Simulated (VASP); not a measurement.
Runs of VASP 6.6.1 on Co. The structure is that of space group P6_3/mmc (No. 194), or close to it. The cells are those of the table. 

```csv
task,level,potentials or basis,fixed moment (μB),cell,k mesh,cutoff (eV),gap on the mesh (eV),pressure (GPa),moment (μB),relaxed volume (Å³/atom)
single point,PBE exchange alone,"VASP PAW PBE potentials, release 64 (Co_sv)",-,"a = 2.439, b = 2.439, c = 3.967 Å, angles 90.0, 90.0, 120.0°, 2 atoms",12 × 12 × 7,690,none,44.4,3.24,-
single point,revPBE,"VASP PAW PBE potentials, release 64 (Co)",-,"a = 2.514, b = 2.514, c = 4.056 Å, angles 90.0, 90.0, 120.0°, 2 atoms",12 × 12 × 7,520,none,-0.5,3.29,-
single point,PBE exchange alone,"VASP PAW PBE potentials, release 64 (Co)",-,"a = 2.520, b = 2.520, c = 4.100 Å, angles 90.0, 90.0, 120.0°, 2 atoms",12 × 12 × 7,520,none,18.0,(b),-
relaxation of cell and atoms,LDA,"VASP PAW LDA potentials, release 64 (Co_sv)",-,"relaxed from a = 2.472, b = 2.472, c = 4.021 Å, angles 90.0, 90.0, 120.0°, 2 atoms",12 × 12 × 7,690,none,0.0,2.96,9.98
relaxation of cell and atoms,PBEsol+D3(BJ),"VASP PAW PBE potentials, release 64 (Co_sv)",-,"relaxed from a = 2.472, b = 2.472, c = 4.021 Å, angles 90.0, 90.0, 120.0°, 2 atoms",12 × 12 × 7,690,none,0.0,3.05,10.06
single point,PBEsol,"VASP PAW PBE potentials, release 64 (Co_sv)",3.0,"a = 2.472, b = 2.472, c = 4.021 Å, angles 90.0, 90.0, 120.0°, 2 atoms",10 × 10 × 6,690,-,(c),3.00,-
single point,RPBE+D4,"VASP PAW PBE potentials, release 64 (Co)",-,"a = 2.520, b = 2.520, c = 4.100 Å, angles 90.0, 90.0, 120.0°, 2 atoms",12 × 12 × 7,520,none,-13.0,3.32,-
single point,r2SCAN,"VASP PAW PBE potentials, release 64 (Co)",-,"a = 2.415, b = 2.415, c = 3.909 Å, angles 90.0, 90.0, 120.0°, 2 atoms",12 × 12 × 7,520,none,(a),3.37,-
```

Alike in all rows: spin collinear, ferromagnetic start; smearing fermi-dirac 0.05 eV.

Problem. Estimate the missing entries.

Solution. (a) 19.8; (b) 3.36; (c) -8.5.

Caveats: the PAW data sets were made with another functional, which shifts forces and pressure a little (at least some runs); the cell stands under pressure (at least some runs); the cell stands under tension (at least some runs); the total moment is fixed, so each spin has its own Fermi level and the state may be an excited one (at least some runs).

A gap of «none» marks levels without a gap at the run's occupations.

The runs don't all hold the same shells in valence.
